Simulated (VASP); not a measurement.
A run of VASP 6.6.1 is set up as follows.

Contents of INCAR:

```
SYSTEM = WSe2
PREC = Accurate
ENCUT = 600
EDIFF = 1E-7
ISMEAR = 0
SIGMA = 0.02
LREAL = .False.
LASPH = .True.
NELM = 60
ALGO = Normal
ISIF = 3
LWAVE = .False.
LCHARG = .False.
IBRION = 2
NSW = 100
EDIFFG = -0.002
```

Contents of KPOINTS:

```
Automatic mesh
0
Gamma
  9 9 2
  0 0 0
```

Contents of POSCAR:

```
WSe2
1.0
    3.2499141198      0.0000000000      0.0000000000
   -1.6249570599      2.8145081878      0.0000000000
    0.0000000000      0.0000000000     12.8207500175
W Se
2 4
Direct
    0.6666666667      0.3333333333      0.7500000000
    0.3333333333      0.6666666667      0.2500000000
    0.3333333333      0.6666666667      0.8800018441
    0.6666666667      0.3333333333      0.3800018441
    0.3333333333      0.6666666667      0.6199981559
    0.6666666667      0.3333333333      0.1199981559
```

Potentials or basis: VASP PAW LDA potentials, release 64 (W_sv, Se).

Run with:

```bash
$ cat potpaw_LDA.64/W_sv/POTCAR potpaw_LDA.64/Se/POTCAR > POTCAR
$ mpirun -np 1 vasp_std > vasp.out
```

Task: What does it give for the band gap on the k mesh?

Result: 0.98 eV (least direct gap 1.61 eV).

Task: Predict the relaxed cell.

Result: a = 3.255 Å, b = 3.255 Å, c = 12.833 Å, α = 90.00°, β = 90.00°, γ = 120.00°.

Task: What does it give for the relaxed volume?

Result: 19.62 Å³/atom.

Final structure:
```
W Se
1.0
     3.25471    0.00000    0.00000
    -1.62735    2.81866    0.00000
     0.00000    0.00000   12.83264
W Se
2 4
Direct
  0.66667 0.33333 0.75000
  0.33333 0.66667 0.25000
  0.33333 0.66667 0.88018
  0.66667 0.33333 0.38018
  0.33333 0.66667 0.61982
  0.66667 0.33333 0.11982
```

Caveat: spin-orbit coupling is left out, which moves the levels of the heavy elements; an odd mesh through Γ misses points on the zone boundary, where band edges can lie.
